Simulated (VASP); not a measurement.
# In2BAs3 (P6/mmm) in VASP: a series of runs

Runs on In2BAs3. Level: PBE. Tasks: single point, relaxation of cell and atoms.

Everything below comes from runs of VASP 6.6.1. Logs are shortened: lines on timing, memory, paths and dates and some standing lists are left out, and cuts for length are marked.

## Step 1: The cell of the first run

It takes space group P6/mmm (No. 191, hexagonal). The conventional cell has a = 5.464 Å, b = 5.464 Å, c = 7.490 Å, α = 90.00°, β = 90.00°, γ = 120.00°. In (site symmetry 6mm) has 1 B at 2.22 Å within 2.9 Å. Within 2.9 Å of B (site symmetry 6/mmm) lie 2 In at 2.22 Å. As (site symmetry mmm) has 4 As at 2.73 Å and 4 In at 3.13 Å within 3.6 Å.

## Step 2: Single point, PBE

INCAR

```
SYSTEM = In2BAs3
PREC = Accurate ; ENCUT = 520
EDIFF = 1E-6 ; ISMEAR = 0
SIGMA = 0.1 ; LREAL = .False.
LASPH = .True. ; NELM = 80
ALGO = Normal ; ISIF = 2
LWAVE = .False. ; LCHARG = .True.
GGA = PE ; LELF = .True.
LVHAR = .True. ; NBANDS = 31
```

KPOINTS

```
regular mesh
0
Gamma
  6 6 4
  0 0 0
```

POSCAR

```
In2BAs3
1.0
    5.4644667662      0.0000000000      0.0000000000
   -2.7322333831      4.7323670377      0.0000000000
    0.0000000000      0.0000000000      7.4900996165
In B As
2 1 3
Direct
    0.0000000000      0.0000000000      0.7970081208
    0.0000000000      0.0000000000      0.2029918792
    0.0000000000      0.0000000000      0.5000000000
    0.5000000000      0.0000000000      0.0000000000
    0.0000000000      0.5000000000      0.0000000000
    0.5000000000      0.5000000000      0.0000000000
```

Potentials or basis: VASP PAW PBE potentials, release 64 (In_d, B, As).

On the command line:

```console
cat potpaw_PBE.64/In_d/POTCAR potpaw_PBE.64/B/POTCAR potpaw_PBE.64/As/POTCAR > POTCAR
mpirun -np 1 vasp_std > vasp.out
```

OUTCAR:

```text
SYSTEM = In2BAs3
   PREC = Accurate
   ENCUT = 520
   EDIFF = 1E-6
   ISMEAR = 0
   LREAL = .False.
   LASPH = .True.
   NELM = 80
   ISIF = 2
   GGA = PE

 ion  position               nearest neighbor table
   1  0.000  0.000  0.797-   3 2.22   2 3.04   4 3.13   4 3.13   6 3.13   5 3.13   5 3.13   6 3.13

   2  0.000  0.000  0.203-   3 2.22   1 3.04   4 3.13   4 3.13   6 3.13   5 3.13   5 3.13   6 3.13

   3  0.000  0.000  0.500-   1 2.22   2 2.22
   4  0.500  0.000  0.000-   5 2.73   6 2.73   6 2.73   5 2.73   1 3.13   1 3.13   2 3.13   2 3.13

   5  0.000  0.500  0.000-   6 2.73   6 2.73   4 2.73   4 2.73   1 3.13   2 3.13   1 3.13   2 3.13

   6  0.500  0.500  0.000-   5 2.73   5 2.73   4 2.73   4 2.73   1 3.13   2 3.13   1 3.13   2 3.13

  LATTYP: Found a hexagonal cell.
 ALAT       =     5.4644667662
 C/A-ratio  =     1.3706917687

  Lattice vectors:

 A1 = (   5.4644667662,   0.0000000000,   0.0000000000)
 A2 = (  -2.7322333831,   4.7323670377,   0.0000000000)
 A3 = (   0.0000000000,   0.0000000000,   7.4900996165)

Analysis of symmetry for initial positions (statically):
=====================================================================
 Subroutine PRICEL returns:
 Original cell was already a primitive cell.

 Routine SETGRP: Setting up the symmetry group for a
 hexagonal supercell.

 Subroutine GETGRP returns: Found 24 space group operations
 (whereof 24 operations were pure point group operations)
 out of a pool of 24 trial point group operations.

The static configuration has the point symmetry D_6h.

Analysis of symmetry for dynamics (positions and initial velocities):
=====================================================================
 Subroutine PRICEL returns:
 Original cell was already a primitive cell.

 Routine SETGRP: Setting up the symmetry group for a
 hexagonal supercell.

 Subroutine GETGRP returns: Found 24 space group operations
 (whereof 24 operations were pure point group operations)
 out of a pool of 24 trial point group operations.

The dynamic configuration has the point symmetry D_6h.

 Subroutine INISYM returns: Found 24 space group operations
 (whereof 24 operations are pure point group operations),
 and found     1 'primitive' translations

----------------------------------------------------------------------------------------

                                     Primitive cell

  volume of cell :     193.6929

  direct lattice vectors                    reciprocal lattice vectors
     5.464466766  0.000000000  0.000000000     0.183000472  0.105655372  0.000000000
    -2.732233383  4.732367038  0.000000000     0.000000000  0.211310744  0.000000000
     0.000000000  0.000000000  7.490099617     0.000000000  0.000000000  0.133509573

  length of vectors
     5.464466766  5.464466766  7.490099617     0.211310744  0.211310744  0.133509573

  position of ions in fractional coordinates (direct lattice)
     0.000000000  0.000000000  0.797008121
     0.000000000  0.000000000  0.202991879
     0.000000000  0.000000000  0.500000000
     0.500000000  0.000000000  0.000000000
     1.000000000  0.500000000  0.000000000
     0.500000000  0.500000000  0.000000000

  ion indices of the primitive-cell ions
   primitive index   ion index
                 1           1
                 2           2
                 3           3
                 4           4
                 5           5
                 6           6

----------------------------------------------------------------------------------------

 KPOINTS: regular mesh

Automatic generation of k-mesh.
 Grid dimensions read from file:
 generate k-points for:    6    6    4

 Generating k-lattice:

  Cartesian coordinates                     Fractional coordinates (reciprocal lattice)
     0.030500079  0.017609229  0.000000000     0.166666667 -0.000000000  0.000000000
     0.000000000  0.035218457  0.000000000     0.000000000  0.166666667  0.000000000
     0.000000000  0.000000000  0.033377393     0.000000000  0.000000000  0.250000000

  Length of vectors
     0.035218457  0.035218457  0.033377393

  Shift w.r.t. Gamma in fractional coordinates (k-lattice)
     0.000000000  0.000000000  0.000000000

 Subroutine IBZKPT returns following result:
 ===========================================

 Found     21 irreducible k-points:

 Following reciprocal coordinates:
            Coordinates               Weight
  0.000000  0.000000  0.000000      1.000000
  0.166667  0.000000  0.000000      6.000000
  0.333333  0.000000  0.000000      6.000000
  0.500000  0.000000  0.000000      3.000000
  0.166667  0.166667  0.000000      6.000000
  0.333333  0.166667  0.000000     12.000000
[... 13 lines left out ...]
  0.333333  0.166667  0.500000     12.000000
  0.333333  0.333333  0.500000      2.000000
   k-points           NKPTS =     21   k-points in BZ     NKDIM =     21   number of bands    NBANDS=     31
   number of dos      NEDOS =    301   number of ions     NIONS =      6
   total plane-waves  NPLWV =  98784
   dimension x,y,z NGX =    42 NGY =   42 NGZ =   56
   dimension x,y,z NGXF=    84 NGYF=   84 NGZF=  112
   ions per type =               2   1   3
   NGX,Y,Z   is equivalent  to a cutoff of  12.78, 12.78, 12.43 a.u.
   NGXF,Y,Z  is equivalent  to a cutoff of  25.56, 25.56, 24.86 a.u.
 SYSTEM =  In2BAs3
   PREC   = accura    normal or accurate (medium, high low for compatibility)
   ISTART =      0    job   : 0-new  1-cont  2-samecut
   ICHARG =      2    charge: 1-file 2-atom 10-const
   ISPIN  =      1    spin polarized calculation?
   LNONCOLLINEAR =      F non collinear calculations
   LSORBIT =      F    spin-orbit coupling
   LASPH  =      T    aspherical Exc in radial PAW
   ENCUT  =  520.0 eV  38.22 Ry    6.18 a.u.  10.16 10.16 13.93*2*pi/ulx,y,z
   NELM   =     80;   NELMIN=  2; NELMDL= -5     # of ELM steps
   EDIFF  = 0.1E-05   stopping-criterion for ELM
   LREAL  =      F    real-space projection
[... 7 lines left out ...]
   TEBEG  =    0.0;   TEEND  =   0.0 temperature during run
   PSTRESS=    0.0 pullay stress
   NELECT =      44.0000    total number of electrons
   NUPDOWN=      -1.0000    fix difference up-down
   EMIN   =  10.00;   EMAX   =-10.00  energy-range for DOS
   EFERMI =   0.00;   METHOD = LEGACY
   ISMEAR =     0;   SIGMA  =   0.10  broadening in eV -4-tet -1-fermi 0-gaus
   EFERMI_NEDOS =   21; number of points for ismear=-14 and -15
   IALGO  =     38    algorithm
   IMIX   =      4    mixing-type and parameters
     AMIX     =   0.40;   BMIX     =  1.00
     AMIX_MAG =   1.60;   BMIX_MAG =  1.00
  volume/ion in A,a.u.               =      32.28       217.85
  Fermi-wavevector in a.u.,A,eV,Ry     =   0.998898  1.887643 13.575854  0.997797
  Thomas-Fermi vector in A             =   2.131152
   LORBIT       =      0    0 simple, 1 ext, 2 COOP (PROOUT), +10 PAW based schemes
   GGA     = PE    functional components
   LHFCALC =     F    Hartree Fock is set to
   AEXX    =    0.0000 exact exchange contribution
   IVDW    =     0    specifies the selected vdW correction
   LEPSILON=     F    determine dielectric tensor
   LRPA    =     F    only Hartree local field effects (RPA)
 non-spin polarized calculation
 Gauss-broadening in eV      SIGMA  =   0.10
  energy-cutoff  :      520.00
  volume of cell :      193.69
 maximum number of plane-waves:      5268
 NGX is ok and might be reduce to    42
   NGX = 21   NGY = 21   NGZ = 27

 number of electron      44.0000015 magnetization

 Free energy of the ion-electron system (eV)
  ---------------------------------------------------
  ext. energy  EPLUGINS =         0.00000000
  ---------------------------------------------------
  free energy    TOTEN  =       -20.20171558 eV

  energy without entropy =      -20.17993010  energy(sigma->0) =      -20.19082284

 E-fermi :   2.2916     XC(G=0):  -7.7035

 val. band max:        2.2778609649   @ k =   0.3333   0.1667   0.0000
 cond. band min:       2.3050759106   @ k =   0.3333   0.1667   0.2500
 fundamental gap:      0.0272149457
 Fermi energy:         2.2915964232

 k-point     1 :       0.0000    0.0000    0.0000
  band No.  band energies     occupation
      1     -12.3992      2.00000
      2     -12.1843      2.00000
      3     -12.1843      2.00000
      4     -12.1411      2.00000
      5     -12.1411      2.00000
      6     -12.1012      2.00000
[... 23 lines left out ...]
     30       7.6070      0.00000
     31       7.8443      0.00000

 k-point     2 :       0.1667    0.0000    0.0000
  band No.  band energies     occupation
      1     -12.3989      2.00000
      2     -12.2027      2.00000
      3     -12.1869      2.00000
      4     -12.1419      2.00000
      5     -12.1359      2.00000
      6     -12.1010      2.00000
[... 23 lines left out ...]
     30       6.5182      0.00000
     31       7.7076      0.00000

 k-point     3 :       0.3333    0.0000    0.0000
  band No.  band energies     occupation
      1     -12.3984      2.00000
      2     -12.2301      2.00000
      3     -12.1910      2.00000
      4     -12.1449      2.00000
      5     -12.1266      2.00000
      6     -12.1007      2.00000
[... 23 lines left out ...]
     30       7.1292      0.00000
     31       7.2918      0.00000

 k-point     4 :       0.5000    0.0000    0.0000
  band No.  band energies     occupation
      1     -12.3981      2.00000
      2     -12.2406      2.00000
      3     -12.1927      2.00000
      4     -12.1467      2.00000
      5     -12.1222      2.00000
      6     -12.1005      2.00000
[... 533 lines left out ...]
     30       6.5841      0.00000
     31       7.7337      0.00000

 k-point    20 :       0.3333    0.1667    0.5000
  band No.  band energies     occupation
      1     -12.3689      2.00000
      2     -12.2241      2.00000
      3     -12.1934      2.00000
      4     -12.1379      2.00000
      5     -12.1249      2.00000
      6     -12.1001      2.00000
[... 23 lines left out ...]
     30       6.9880      0.00000
     31       7.3414      0.00000

 k-point    21 :       0.3333    0.3333    0.5000
  band No.  band energies     occupation
      1     -12.3688      2.00000
      2     -12.2131      2.00000
      3     -12.2131      2.00000
      4     -12.1289      2.00000
      5     -12.1289      2.00000
      6     -12.0979      2.00000
[... 23 lines left out ...]
     30       5.5042      0.00000
     31       8.0084      0.00000

------------------------ aborting loop because EDIFF is reached ----------------------------------------

  FORCE on cell =-STRESS in cart. coord.  units (eV):
  Direction    XX          YY          ZZ          XY          YZ          ZX
  --------------------------------------------------------------------------------------
  -------------------------------------------------------------------------------------
  Total        0.2801406      0.2801406      0.0520105      0.0000000      0.0000000      0.0000000
  in kB        2.3172499      2.3172499      0.4302169      0.0000000      0.0000000      0.0000000
  external PRESSURE =       1.6882389 kB  Pullay stress =       0.0000000 kB

 VOLUME and BASIS-vectors are now :
 -----------------------------------------------------------------------------
  energy-cutoff  :      520.00
  volume of cell :      193.69
      direct lattice vectors                 reciprocal lattice vectors
     5.464466766  0.000000000  0.000000000     0.183000472  0.105655372  0.000000000
    -2.732233383  4.732367038  0.000000000     0.000000000  0.211310744  0.000000000
     0.000000000  0.000000000  7.490099617     0.000000000  0.000000000  0.133509573

 POSITION                                       TOTAL-FORCE (eV/Angst)
 -----------------------------------------------------------------------------------
      0.00000      0.00000      5.96967        -0.000000      0.000000     -0.012186
      0.00000      0.00000      1.52043         0.000000     -0.000000      0.012186
      0.00000      0.00000      3.74505        -0.000000      0.000000      0.000000
      2.73223      0.00000      0.00000        -0.000000      0.000000      0.000000
     -1.36612      2.36618      0.00000        -0.000000      0.000000      0.000000
      1.36612      2.36618      0.00000        -0.000000      0.000000      0.000000
 -----------------------------------------------------------------------------------
    total drift:                                0.000000     -0.000000     -0.000000

  FREE ENERGIE OF THE ION-ELECTRON SYSTEM (eV)
  ---------------------------------------------------
  free  energy   TOTEN  =       -20.2017155821 eV

  energy  without entropy=      -20.1799301013  energy(sigma->0) =      -20.19082284
```

It took 2.9 min on 1 thread of Intel Xeon 6975P-C (Granite Rapids), shared host; peak memory 0.37 GiB.

What came out:

| Property | Result |
| --- | --- |
| Free energy | -20.2017 eV |
| Pressure | 0.2 GPa |
| Largest force | 0.012 eV/Å |
| Band gap on the k mesh | zero (band 22 reaches 2.80 eV, above the bottom of band 23 at 1.86 eV) |

Forces on the atoms (eV/Å):
```
In   0.000  0.000 -0.012
In   0.000  0.000  0.012
B    0.000  0.000  0.000
As   0.000  0.000  0.000
As   0.000  0.000  0.000
As   0.000  0.000  0.000
```

Caveat: spin-orbit coupling is left out, which moves the levels of the heavy elements.

## Step 3: Single point, PBE

This run uses another cell than the first one, of 22.19 Å³/atom, 0.687 times its volume.

INCAR

```
SYSTEM = In2BAs3
ALGO = Normal
EDIFF = 1E-6
ENCUT = 520
GGA = PE
ISIF = 2
ISMEAR = 0
LASPH = .TRUE.
LCHARG = .TRUE.
LELF = .TRUE.
LREAL = .FALSE.
LVHAR = .TRUE.
LWAVE = .FALSE.
NBANDS = 31
NELM = 60
PREC = Accurate
SIGMA = 0.1
```

KPOINTS

```
k-points
0
G
  6 6 4
  0 0 0
```

POSCAR

```
In2BAs3
1.0
    4.7285827400      0.0000000000      0.0000000000
   -2.3642913700      4.0950727800      0.0000000000
    0.0000000000      0.0000000000      6.8742569000
In B As
2 1 3
Direct
    0.0000000000      0.0000000000      0.7844641100
    0.0000000000      0.0000000000      0.2155358900
    0.0000000000      0.0000000000      0.5000000000
    0.5000000000      0.0000000000      0.0000000000
    0.0000000000      0.5000000000      0.0000000000
    0.5000000000      0.5000000000      0.0000000000
```

Potentials or basis: VASP PAW PBE potentials, release 64 (In_d, B, As).

On the command line:

```console
cat potpaw_PBE.64/In_d/POTCAR potpaw_PBE.64/B/POTCAR potpaw_PBE.64/As/POTCAR > POTCAR
mpirun -np 1 vasp_std > vasp.out
```

OUTCAR:

```text
SYSTEM = In2BAs3
   EDIFF = 1E-6
   ENCUT = 520
   GGA = PE
   ISIF = 2
   ISMEAR = 0
   LASPH = .TRUE.
   LREAL = .FALSE.
   NELM = 60
   PREC = Accurate

 ion  position               nearest neighbor table
   1  0.000  0.000  0.784-   3 1.96   4 2.79   4 2.79   6 2.79   5 2.79   5 2.79   6 2.79   2 2.96
                             2 3.91
   2  0.000  0.000  0.216-   3 1.96   4 2.79   4 2.79   6 2.79   5 2.79   5 2.79   6 2.79   1 2.96
                             1 3.91
   3  0.000  0.000  0.500-   1 1.96   2 1.96
   4  0.500  0.000  0.000-   5 2.36   6 2.36   6 2.36   5 2.36   1 2.79   1 2.79   2 2.79   2 2.79

   5  0.000  0.500  0.000-   6 2.36   6 2.36   4 2.36   4 2.36   1 2.79   2 2.79   1 2.79   2 2.79

   6  0.500  0.500  0.000-   5 2.36   5 2.36   4 2.36   4 2.36   1 2.79   2 2.79   1 2.79   2 2.79

  LATTYP: Found a hexagonal cell.
 ALAT       =     4.7285827400
 C/A-ratio  =     1.4537668638

  Lattice vectors:

 A1 = (   4.7285827400,   0.0000000000,   0.0000000000)
 A2 = (  -2.3642913700,   4.0950727800,   0.0000000000)
 A3 = (   0.0000000000,   0.0000000000,   6.8742569000)

[... 180 lines left out ...]

 val. band max:        5.3196073599   @ k =   0.3333   0.3333   0.2500
 cond. band min:       5.4658063370   @ k =   0.3333   0.1667   0.2500
 fundamental gap:      0.1461989771
 Fermi energy:         5.4023648854

 k-point     1 :       0.0000    0.0000    0.0000
  band No.  band energies     occupation
      1     -11.4692      2.00000
      2     -10.0131      2.00000
      3      -9.6795      2.00000
      4      -9.6795      2.00000
      5      -9.5670      2.00000
      6      -9.4722      2.00000
[... 703 lines left out ...]
     30      10.1834      0.00000
     31      11.7489      0.00000

------------------------ aborting loop because EDIFF is reached ----------------------------------------

  FORCE on cell =-STRESS in cart. coord.  units (eV):
  Direction    XX          YY          ZZ          XY          YZ          ZX
  --------------------------------------------------------------------------------------
  -------------------------------------------------------------------------------------
  Total       29.4098040     29.4098040     24.9639236      0.0000000     -0.0000000      0.0000000
  in kB      353.9845737    353.9845743    300.4727217      0.0000000     -0.0000000      0.0000000
  external PRESSURE =     336.1472899 kB  Pullay stress =       0.0000000 kB

 VOLUME and BASIS-vectors are now :
 -----------------------------------------------------------------------------
  energy-cutoff  :      520.00
  volume of cell :      133.11
      direct lattice vectors                 reciprocal lattice vectors
     4.728582740  0.000000000  0.000000000     0.211479857  0.122097952  0.000000000
    -2.364291370  4.095072780  0.000000000     0.000000000  0.244195904  0.000000000
     0.000000000  0.000000000  6.874256900     0.000000000  0.000000000  0.145470269

 POSITION                                       TOTAL-FORCE (eV/Angst)
 -----------------------------------------------------------------------------------
      0.00000      0.00000      5.39261         0.000000      0.000000      0.291751
      0.00000      0.00000      1.48165        -0.000000     -0.000000     -0.291751
      0.00000      0.00000      3.43713        -0.000000      0.000000     -0.000000
      2.36429      0.00000      0.00000        -0.000000      0.000000     -0.000000
     -1.18215      2.04754      0.00000        -0.000000      0.000000     -0.000000
      1.18215      2.04754      0.00000        -0.000000      0.000000     -0.000000
 -----------------------------------------------------------------------------------
    total drift:                               -0.000000     -0.000000     -0.000000

  FREE ENERGIE OF THE ION-ELECTRON SYSTEM (eV)
  ---------------------------------------------------
  free  energy   TOTEN  =       -15.4734830888 eV

  energy  without entropy=      -15.4621310731  energy(sigma->0) =      -15.46780708
```

It took 1.8 min on 1 thread of Intel Xeon 6975P-C (Granite Rapids), shared host; peak memory 0.28 GiB.

Results:

```
Free energy            : -15.4735 eV
Pressure               : 33.6 GPa
Largest force          : 0.292 eV/Å
Band gap on the k mesh : zero (band 22 reaches 6.03 eV, above the bottom of band 23 at 4.98 eV)
```

Forces in eV/Å, atoms in the order of the input:
```
In   0.000  0.000  0.292
In   0.000  0.000 -0.292
B    0.000  0.000  0.000
As   0.000  0.000  0.000
As   0.000  0.000  0.000
As   0.000  0.000  0.000
```

Caveat: spin-orbit coupling is left out, which moves the levels of the heavy elements.

(Part 1 of 2 ends here.)
